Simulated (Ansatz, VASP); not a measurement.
**HfO2: VASP beside Ansatz**

```
Hf O
1.0
     3.86763    0.00000    0.00000
     0.00000    3.86763    0.00000
     0.00000    0.00000    4.81908
Hf O
2 4
Direct
  0.00000 0.00000 0.00000
  0.50000 0.50000 0.50000
  0.00000 0.50000 0.29000
  0.50000 0.00000 0.21000
  0.50000 0.00000 0.71000
  0.00000 0.50000 0.79000
```

Alike in both runs: task single point; functional PBE; k mesh 6 × 6 × 4; occupations gaussian, width 0.1 eV; no spin polarisation.

|  | VASP | Ansatz |
| --- | --- | --- |
| version | VASP 6.6.1 | Ansatz 0.2.0 |
| potentials or method | VASP PAW PBE potentials, release 64 (Hf_pv, O), cutoff 600 eV | scalar-relativistic, plane waves, PAW |
| valence electrons in the cell | 44 | 76 |

VASP gave:

```
gap on the k mesh at the Fermi level (eV) : 2.41
least direct gap on the mesh (eV)         : 2.41
pressure (GPa)                            : -18.0
rms of the force components (eV/Å)        : 0.071
```

Estimate Ansatz's values.

gap on the k mesh at the Fermi level (eV): 2.45; least direct gap on the mesh (eV): 2.45; pressure (GPa): -14.9; rms of the force components (eV/Å): 0.059.

With one functional, cell and mesh, what is left measures potentials, basis and numerics. VASP's potentials hold 44 valence electrons a cell and Ansatz's 76, so a difference there can come from the potentials and not from the codes.

Neither program's run includes spin-orbit coupling.
